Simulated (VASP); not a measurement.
**CdF2: single point with LDA**

Crystal: CdF2.

```
CELL_PARAMETERS angstrom
0.00000 2.63900 2.63900
2.63900 0.00000 2.63900
2.63900 2.63900 0.00000
ATOMIC_POSITIONS crystal
Cd 0.00000 0.00000 0.00000
F 0.75000 0.75000 0.75000
F 0.25000 0.25000 0.25000
```

```yaml
Program: VASP 6.6.1
Task: single point
Functional: LDA
Potentials_or_basis: VASP PAW LDA potentials, release 64 (Cd_sv_GW, F)
Cutoff: 700 eV
k_mesh: 9 × 9 × 9
Occupations: fermi-dirac, width 0.05 eV
Spin: no spin polarisation
```

```json
{
  "Pressure": "1.3 GPa",
  "Band gap on the k mesh": "3.07 eV (least direct gap 3.43 eV)"
}
```

Levels at points of the mesh, in eV from the valence-band top:
```csv
k point,band 15,band 16,band 17,band 18,band 19,band 20
"(0.00, 0.00, 0.00)",-0.36,-0.36,-0.36,3.07,12.61,12.61
```

Wall time 28 s on 1 thread of Intel(R) Xeon(R) Platinum 8259CL CPU @ 2.50GHz (Skylake/Cascade Lake), on a shared host, peak memory 0.19 GiB.

Caveat: an odd mesh through Γ misses points on the zone boundary, where band edges can lie.
